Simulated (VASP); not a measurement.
Write the native input for VASP 6.6.1 that does the following.

```
Task                   : single point
Functional             : LDA
Potentials or basis    : VASP PAW LDA potentials, release 64 (Sn_d, Se)
Cutoff                 : 520 eV
k mesh                 : 8 × 8 × 8
Occupations            : gaussian, width 0.05 eV
Spin                   : no spin polarisation
Dipole correction      : no
Further INCAR settings : ALGO = Normal; EDIFF = 1e-06; NBANDS = 17
```

The structure of SnSe lies in POSCAR:

```
SnSe
1.0
    0.0000000000      3.1605000000      3.1605000000
    3.1605000000      0.0000000000      3.1605000000
    3.1605000000      3.1605000000      0.0000000000
Sn Se
1 1
Direct
    0.0000000000      0.0000000000      0.0000000000
    0.5000000000      0.5000000000      0.5000000000
```

This cell differs from its parent crystal: strain +0.050 along x and y, +0.050 along z.

The input as run:

INCAR

```
SYSTEM = SnSe
ALGO = Normal
EDIFF = 1E-6
ENCUT = 520
GGA = CA
ISIF = 2
ISMEAR = 0
LASPH = .True.
LCHARG = .True.
LELF = .True.
LREAL = .False.
LVHAR = .True.
LWAVE = .False.
NBANDS = 17
NELM = 60
PREC = Accurate
SIGMA = 0.05
```

KPOINTS

```
k-points
0
Gamma
  8 8 8
  0 0 0
```

Potentials or basis: VASP PAW LDA potentials, release 64 (Sn_d, Se).

Run with:

```console
$ cat potpaw_LDA.64/Sn_d/POTCAR potpaw_LDA.64/Se/POTCAR > POTCAR
$ mpirun -np 1 vasp_std > vasp.out
```

It gave:

| Property | Result |
| --- | --- |
| Pressure | -8.0 GPa |
| Band gap on the k mesh | 0.10 eV, direct |

Caveat: the cell differs from its parent crystal (strain +0.050 along x and y, +0.050 along z); spin-orbit coupling is left out, which moves the levels of the heavy elements.

Wall time 22 s on 1 thread of Intel(R) Xeon(R) Platinum 8559C (Emerald Rapids) (shared host), peak memory 0.19 GiB.
